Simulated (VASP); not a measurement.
# Li5F (P1) in VASP: single point with PBE

Aim: the single point of Li5F with PBE.

All numbers are computed with VASP 6.6.1; they aren't measurements. Logs are shortened: lines on timing, memory, paths and dates and some standing lists are left out, and cuts for length are marked.

### Step 1. The cell of the first run

The typed cell holds 12 atoms: a = 3.220 Å, b = 5.465 Å, c = 11.940 Å, α = 92.69°, β = 90.49°, γ = 90.31°.

### Step 2. Single point, PBE, collinear spin

Input file INCAR:

```
SYSTEM = Li5F
ALGO = Normal
EDIFF = 1E-7
ENCUT = 520
GGA = PE
ISIF = 2
ISMEAR = 0
ISPIN = 2
LASPH = .True.
LCHARG = .True.
LELF = .True.
LORBIT = 11
LREAL = .False.
LVHAR = .True.
LWAVE = .False.
MAGMOM = 0 0 0 0 0 0 0 0 0 0 1 1
NBANDS = 38
NELM = 150
PREC = Accurate
SIGMA = 0.1
```

Input file KPOINTS:

```
k-points
0
Gamma
  6 4 2
  0 0 0
```

Input file POSCAR:

```
Li5F
1.0
    3.2195218894      0.0000000000      0.0000000000
   -0.0294249507      5.4650450661      0.0000000000
   -0.1030205692     -0.5604034191     11.9266006145
Li F
10 2
Direct
    0.2857733777      0.1593043273      0.3816744551
    0.8711979186      0.3311180046      0.0037044110
    0.3546554649      0.7970558983      0.9953319512
    0.2816414765      0.8169313713      0.6217010493
    0.8899471479      0.7002159870      0.4161417513
    0.8529860828      0.9764510956      0.8260397992
    0.8498987511      0.9900004007      0.1693456144
    0.8978439964      0.2719111766      0.5850532417
    0.3898451897      0.5147640992      0.2162973257
    0.4100251962      0.4655879428      0.7864978177
    0.8549245419      0.9898170517      0.9983030601
    0.0612608563      0.9868426449      0.4999095232
```

Potentials or basis: VASP PAW PBE potentials, release 64 (Li_sv, F).

The run is started by

```console
cat potpaw_PBE.64/Li_sv/POTCAR potpaw_PBE.64/F/POTCAR > POTCAR
mpirun -np 1 vasp_std > vasp.out
```

OUTCAR:

```text
SYSTEM = Li5F
   EDIFF = 1E-7
   ENCUT = 520
   GGA = PE
   ISIF = 2
   ISMEAR = 0
   ISPIN = 2
   LASPH = .True.
   LORBIT = 11
   LREAL = .False.
   NELM = 150
   PREC = Accurate

 ion  position               nearest neighbor table
   1  0.286  0.159  0.382-  12 1.88
   2  0.871  0.331  0.004-  11 1.86
   3  0.355  0.797  0.995-  11 1.92  11 1.93
   4  0.282  0.817  0.622-  12 1.90
   5  0.890  0.700  0.416-  12 1.90
   6  0.853  0.976  0.826-  11 2.05
   7  0.850  0.990  0.169-  11 2.04
   8  0.898  0.272  0.585-  12 1.90
   9  0.390  0.515  0.216-
  10  0.410  0.466  0.786-
  11  0.855  0.990  0.998-   2 1.86   3 1.92   3 1.93   7 2.04   6 2.05
  12  0.061  0.987  0.500-   1 1.88   5 1.90   4 1.90   8 1.90

  LATTYP: Found a triclinic cell.
 ALAT       =    12.8963891737
 B/A-ratio  =     0.4237716625
 C/A-ratio  =     0.2496452182
 COS(alpha) =     0.0053841320
 COS(beta)  =     0.0102699692
 COS(gamma) =     0.3803610138

  Lattice vectors:

 A1 = (  -0.1324455199,   4.9046416470,  11.9266006145)
 A2 = (  -0.0294249507,   5.4650450661,   0.0000000000)
 A3 = (  -3.2195218894,   0.0000000000,   0.0000000000)

Analysis of symmetry for initial positions (statically):
=====================================================================
 Subroutine PRICEL returns:
 Original cell was already a primitive cell.

 Routine SETGRP: Setting up the symmetry group for a
 triclinic supercell.

 Subroutine GETGRP returns: Found  1 space group operations
 (whereof  1 operations were pure point group operations)
 out of a pool of  2 trial point group operations.

The static configuration has the point symmetry C_1 .

Analysis of symmetry for dynamics (positions and initial velocities):
=====================================================================
 Subroutine PRICEL returns:
 Original cell was already a primitive cell.

 Routine SETGRP: Setting up the symmetry group for a
 triclinic supercell.

 Subroutine GETGRP returns: Found  1 space group operations
 (whereof  1 operations were pure point group operations)
 out of a pool of  2 trial point group operations.

The dynamic configuration has the point symmetry C_1 .

Analysis of structural, dynamic, and magnetic symmetry:
=====================================================================
 Subroutine PRICEL returns:
 Original cell was already a primitive cell.

 Routine SETGRP: Setting up the symmetry group for a
 triclinic supercell.

 Subroutine GETGRP returns: Found  1 space group operations
 (whereof  1 operations were pure point group operations)
 out of a pool of  2 trial point group operations.

The overall configuration has the point symmetry C_1 .

 Subroutine INISYM returns: Found  1 space group operations
 (whereof  1 operations are pure point group operations),
 and found     1 'primitive' translations

----------------------------------------------------------------------------------------

                                     Primitive cell

  volume of cell :     209.8465

  direct lattice vectors                    reciprocal lattice vectors
     3.219521889  0.000000000  0.000000000     0.310605125  0.001672363  0.002761551
    -0.029424951  5.465045066  0.000000000     0.000000000  0.182981108  0.008597860
    -0.103020569 -0.560403419 11.926600614     0.000000000  0.000000000  0.083846188

  length of vectors
     3.219521889  5.465124281 11.940203828     0.310621903  0.183182993  0.083846188

  position of ions in fractional coordinates (direct lattice)
     0.285773378  0.159304327  0.381674455
     0.871197919  0.331118005  0.003704411
     0.354655465  0.797055898  0.995331951
     0.281641476  0.816931371  0.621701049
     0.889947148  0.700215987  0.416141751
     0.852986083  0.976451096  0.826039799
     0.849898751  0.990000401  0.169345614
     0.897843996  0.271911177  0.585053242
     0.389845190  0.514764099  0.216297326
     0.410025196  0.465587943  0.786497818
     0.854924542  0.989817052  0.998303060
     0.061260856  0.986842645  0.499909523

[... 80 lines left out ...]
   ISPIN  =      2    spin polarized calculation?
   LNONCOLLINEAR =      F non collinear calculations
   LSORBIT =      F    spin-orbit coupling
   LASPH  =      T    aspherical Exc in radial PAW
   ENCUT  =  520.0 eV  38.22 Ry    6.18 a.u.   5.99 10.16 22.20*2*pi/ulx,y,z
   NELM   =    150;   NELMIN=  2; NELMDL= -5     # of ELM steps
   EDIFF  = 0.1E-06   stopping-criterion for ELM
   LREAL  =      F    real-space projection
   EDIFFG = 0.1E-05   stopping-criterion for IOM
   NSW    =      0    number of steps for IOM
   IBRION =     -1    ionic relax: 0-MD 1-quasi-New 2-CG
   NFREE  =      0    steps in history (QN), initial steepest desc. (CG)
   ISIF   =      2    stress and relaxation
   ISYM   =      2    0-nonsym 1-usesym 2-fastsym
   POTIM  = 0.5000    time-step for ionic-motion
   TEBEG  =    0.0;   TEEND  =   0.0 temperature during run
   PSTRESS=    0.0 pullay stress
   NELECT =      44.0000    total number of electrons
   NUPDOWN=      -1.0000    fix difference up-down
   EMIN   =  10.00;   EMAX   =-10.00  energy-range for DOS
   EFERMI =   0.00;   METHOD = LEGACY
   ISMEAR =     0;   SIGMA  =   0.10  broadening in eV -4-tet -1-fermi 0-gaus
   EFERMI_NEDOS =   21; number of points for ismear=-14 and -15
   IALGO  =     38    algorithm
   IMIX   =      4    mixing-type and parameters
     AMIX     =   0.40;   BMIX     =  1.00
     AMIX_MAG =   1.60;   BMIX_MAG =  1.00
  volume/ion in A,a.u.               =      17.49       118.01
  Fermi-wavevector in a.u.,A,eV,Ry     =   0.972580  1.837909 12.869899  0.945911
  Thomas-Fermi vector in A             =   2.102890
   LORBIT       =     11    0 simple, 1 ext, 2 COOP (PROOUT), +10 PAW based schemes
   GGA     = PE    functional components
   LHFCALC =     F    Hartree Fock is set to
   AEXX    =    0.0000 exact exchange contribution
   IVDW    =     0    specifies the selected vdW correction
   LEPSILON=     F    determine dielectric tensor
   LRPA    =     F    only Hartree local field effects (RPA)
 spin polarized calculation
 Gauss-broadening in eV      SIGMA  =   0.10
  energy-cutoff  :      520.00
  volume of cell :      209.85
 maximum number of plane-waves:      5690
   NGX = 11   NGY = 21   NGZ = 45

 number of electron      43.9999981 magnetization       0.0000196

 Free energy of the ion-electron system (eV)
  ---------------------------------------------------
  ext. energy  EPLUGINS =         0.00000000
  ---------------------------------------------------
  free energy    TOTEN  =       -33.34966618 eV

  energy without entropy =      -33.32471928  energy(sigma->0) =      -33.33719273

 E-fermi :   1.1987     XC(G=0):  -7.3071

 val. band max:        1.1559329938   @ k =  -0.3333   0.2500   0.5000
 cond. band min:       1.2005370050   @ k =   0.5000   0.2500   0.5000
 fundamental gap:      0.0446040111
 Fermi energy:         1.1986624225

 spin component 1

 k-point     1 :       0.0000    0.0000    0.0000
  band No.  band energies     occupation
      1     -45.7045      1.00000
      2     -45.6973      1.00000
      3     -45.6817      1.00000
      4     -45.6720      1.00000
      5     -45.6611      1.00000
      6     -45.6173      1.00000
[... 877 lines left out ...]
     33       6.7825      0.00000
     34       7.1333      0.00000

 [... further k-points ...]

 spin component 2

 k-point     1 :       0.0000    0.0000    0.0000
  band No.  band energies     occupation
      1     -45.7045      1.00000
      2     -45.6972      1.00000
      3     -45.6817      1.00000
      4     -45.6720      1.00000
      5     -45.6611      1.00000
      6     -45.6172      1.00000
[... 877 lines left out ...]
     33       6.7824      0.00000
     34       7.1333      0.00000

 [... further k-points ...]

 [bands above 34 left out]

------------------------ aborting loop because EDIFF is reached ----------------------------------------

  FORCE on cell =-STRESS in cart. coord.  units (eV):
  Direction    XX          YY          ZZ          XY          YZ          ZX
  --------------------------------------------------------------------------------------
  -------------------------------------------------------------------------------------
  Total       -0.4081836     -0.2059019     -0.2620164      0.0341094     -0.0477010      0.0512951
  in kB       -3.1164798     -1.5720599     -2.0004937      0.2604255     -0.3641971      0.3916381
  external PRESSURE =      -2.2296778 kB  Pullay stress =       0.0000000 kB

 VOLUME and BASIS-vectors are now :
 -----------------------------------------------------------------------------
  energy-cutoff  :      520.00
  volume of cell :      209.85
      direct lattice vectors                 reciprocal lattice vectors
     3.219521889  0.000000000  0.000000000     0.310605125  0.001672363  0.002761551
    -0.029424951  5.465045066  0.000000000     0.000000000  0.182981108  0.008597860
    -0.103020569 -0.560403419 11.926600614     0.000000000  0.000000000  0.083846188

 POSITION                                       TOTAL-FORCE (eV/Angst)
 -----------------------------------------------------------------------------------
      0.87605      0.65671      4.55208        -0.003806     -0.005298     -0.024899
      2.79472      1.80750      0.04418         0.009735      0.000823      0.002013
      1.01583      3.79816     11.87093        -0.031453      0.001657     -0.005323
      0.81866      4.11616      7.41478        -0.006873      0.001757     -0.067553
      2.80173      3.59350      4.96316         0.017454      0.021762     -0.012128
      2.63238      4.87343      9.85185        -0.014854      0.020661      0.060488
      2.68969      5.31549      2.01972         0.010635      0.021478      0.015303
      2.82235      1.15814      6.97770         0.015608     -0.003656      0.045528
      1.21769      2.69200      2.57969         0.006799     -0.025290      0.029775
      1.22536      2.10370      9.38025         0.004146     -0.030841     -0.080987
      2.62048      4.84994     11.90636        -0.001707      0.001549      0.008013
      0.11669      5.11299      5.96222        -0.005684     -0.004602      0.029771
 -----------------------------------------------------------------------------------
    total drift:                               -0.001560     -0.002740     -0.002571

  FREE ENERGIE OF THE ION-ELECTRON SYSTEM (eV)
  ---------------------------------------------------
  free  energy   TOTEN  =       -33.3496661818 eV

  energy  without entropy=      -33.3247192840  energy(sigma->0) =      -33.33719273

 total charge

# of ion       s       p       d       tot
------------------------------------------
    1        2.025   0.043   0.000   2.069
    2        2.031   0.046   0.000   2.076
    3        2.024   0.049   0.000   2.073
    4        2.026   0.044   0.000   2.070
    5        2.027   0.042   0.000   2.069
    6        2.029   0.042   0.000   2.071
    7        2.028   0.041   0.000   2.069
    8        2.026   0.042   0.000   2.068
    9        2.032   0.041   0.000   2.073
   10        2.032   0.041   0.000   2.073
   11        1.735   4.382   0.000   6.117
   12        1.734   4.383   0.000   6.118
--------------------------------------------------
tot         23.750   9.195   0.000  32.946

 magnetization (x)

# of ion       s       p       d       tot
------------------------------------------
    1        0.000   0.000   0.000   0.000
    2       -0.000  -0.000   0.000  -0.000
    3        0.000   0.000   0.000   0.000
    4       -0.000  -0.000   0.000  -0.000
    5        0.000   0.000   0.000   0.000
    6       -0.000   0.000   0.000  -0.000
    7        0.000   0.000   0.000   0.000
    8       -0.000  -0.000   0.000  -0.000
    9        0.000   0.000   0.000   0.000
   10       -0.000  -0.000   0.000  -0.000
   11       -0.000  -0.000   0.000  -0.000
   12       -0.000  -0.000   0.000  -0.000
--------------------------------------------------
tot          0.000   0.000   0.000   0.000
```

Wall time 10 min (1 thread of Intel Xeon Platinum 8259CL at 2.50GHz (Skylake/Cascade Lake), shared host); peak memory 0.53 GiB.

What came out:

| Item | Value |
| --- | --- |
| Free energy | -33.3497 eV |
| Largest force | 0.087 eV/Å |
| Band gap on the k mesh | zero (filled and empty bands overlap) |
| Net moment | 0.00 μB per cell |
| Valence electrons inside the program's atomic spheres | Li 2.07, 2.08 (each value once); F 6.12 |

Forces in eV/Å, atoms in the order of the input:
```
Li  -0.004 -0.005 -0.025
Li   0.010  0.001  0.002
Li  -0.031  0.002 -0.005
Li  -0.007  0.002 -0.068
Li   0.017  0.022 -0.012
Li  -0.015  0.021  0.060
Li   0.011  0.021  0.015
Li   0.016 -0.004  0.046
Li   0.007 -0.025  0.030
Li   0.004 -0.031 -0.081
F   -0.002  0.002  0.008
F   -0.006 -0.005  0.030
```

Levels at points of the mesh, in eV from the Fermi level:
Spin up:
```tsv
k point	band 18	band 19	band 20	band 21	band 22	band 23	band 24	band 25	band 26	band 27
(0.00, 0.00, 0.00)	-6.40	-3.13	-2.51	-1.95	-0.31	0.16	0.47	0.52	1.96	2.23
(0.50, 0.00, 0.00)	-7.19	-0.33	-0.28	-0.04	0.03	0.52	1.51	1.99	2.27	2.76
(0.00, 0.50, 0.00)	-6.40	-2.36	-1.85	-1.78	-1.58	-1.38	0.25	0.63	1.11	2.42
(0.50, 0.50, 0.00)	-7.19	0.14	0.16	0.32	0.44	0.47	0.67	1.24	1.42	1.67
(0.00, 0.00, 0.50)	-6.40	-2.94	-2.90	-1.26	-1.17	0.37	0.44	0.88	1.61	2.37
(0.50, 0.00, 0.50)	-7.19	-0.25	-0.24	-0.14	-0.14	0.94	1.17	1.98	1.99	3.04
(0.00, 0.50, 0.50)	-6.40	-2.21	-2.18	-1.70	-1.67	-0.72	-0.67	1.04	1.33	2.11
(0.50, 0.50, 0.50)	-7.19	0.21	0.23	0.24	0.29	0.49	0.69	1.33	1.40	1.74
```
Spin down:
```
           k point  band 20  band 21  band 22  band 23  band 24  band 25
(0.00, 0.00, 0.00)    -2.51    -1.95    -0.31     0.16     0.47     0.52
(0.50, 0.00, 0.00)    -0.28    -0.04     0.03     0.52     1.51     1.99
(0.00, 0.50, 0.00)    -1.85    -1.78    -1.58    -1.38     0.25     0.63
(0.50, 0.50, 0.00)     0.16     0.32     0.44     0.47     0.67     1.24
(0.00, 0.00, 0.50)    -2.90    -1.26    -1.17     0.37     0.44     0.88
(0.50, 0.00, 0.50)    -0.24    -0.14    -0.14     0.94     1.17     1.98
(0.00, 0.50, 0.50)    -2.18    -1.70    -1.67    -0.72    -0.67     1.04
(0.50, 0.50, 0.50)     0.23     0.24     0.29     0.49     0.69     1.33
```

Caveat: the cutoff is under 1.25 times the usual one of these potentials, so pressure, stress and relaxed cells hold a basis-set (Pulay) error.
